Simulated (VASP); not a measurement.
The system is PbS.

```xyz
4
Lattice="2.0637 -5.8693 0.0000 2.0637 5.8693 0.0000 0.0000 0.0000 4.2604" Properties=species:S:1:pos:R:3 pbc="T T T"
Pb    2.0637   -4.3700    3.1953
Pb    2.0637    4.3700    1.0651
S     2.0637   -1.6866    3.1953
S     2.0637    1.6866    1.0651
```

Base run:

| Quantity | Value |
| --- | --- |
| Program | VASP 6.6.1 |
| Functional | r2SCAN |
| Potentials or basis | VASP PAW PBE potentials, release 64 (Pb_d, S) |
| Cutoff | 520 eV |
| k mesh | 4 × 4 × 4 |
| Occupations | gaussian, width 0.01 eV |
| Spin | no spin polarisation |

Its results: band gap on the k mesh 1.52 eV (least direct gap 1.95 eV); pressure 1.0 GPa; largest force 0.039 eV/Å.

Problem. The run is repeated on the same cell with these changes: k mesh from 4 × 4 × 4 to 6 × 6 × 6. What comes out?

Solution. Band gap on the k mesh 1.43 eV (least direct gap 1.67 eV); pressure 1.0 GPa; largest force 0.020 eV/Å.

Caveats: the PAW data sets were made with another functional, which shifts forces and pressure a little; spin-orbit coupling is left out, which moves the levels of the heavy elements.

A k mesh can miss the band edges.
